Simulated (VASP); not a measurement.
A run of VASP 6.6.1 is set up as follows.

INCAR

```
SYSTEM = WS2
AGGAC = 1.0
AGGAX = 1.0
ALDAC = 0.0
ALDAX = 1.0
ALGO = Normal
EDIFF = 1E-7
ENCUT = 520
GGA = B5
ISIF = 2
ISMEAR = -1
LASPH = .True.
LCHARG = .False.
LREAL = .False.
LWAVE = .False.
NBANDS = 20
NELM = 80
PREC = Accurate
SIGMA = 0.05
```

KPOINTS

```
k-points
0
Gamma
  10 10 2
  0 0 0
```

Contents of POSCAR:

```
WS2
1.0
    3.1835163552      0.0000000000      0.0000000000
   -1.5917581776      2.7570060369      0.0000000000
    0.0000000000      0.0000000000     16.9505778900
W S
1 2
Direct
    0.0000000000      0.0000000000      0.0000000000
    0.3333333333      0.6666666667      0.0920005100
    0.3333333333      0.6666666667      0.9079994900
```

Potentials or basis: VASP PAW PBE potentials, release 64 (W_sv, S).

The run is started by

```bash
$ cat potpaw_PBE.64/W_sv/POTCAR potpaw_PBE.64/S/POTCAR > POTCAR
$ mpirun -np 1 vasp_std > vasp.out
```

Q: Predict the band gap on the k mesh.

A: 2.00 eV, indirect (least direct gap 2.15 eV).

Q: Predict the largest force.

A: 0.794 eV/Å.

Forces on the atoms (eV/Å):
```
W    0.000  0.000  0.000
S    0.000  0.000  0.794
S    0.000  0.000 -0.794
```

Caveat: the PAW data sets were made with another functional, which shifts forces and pressure a little; spin-orbit coupling is left out, which moves the levels of the heavy elements.
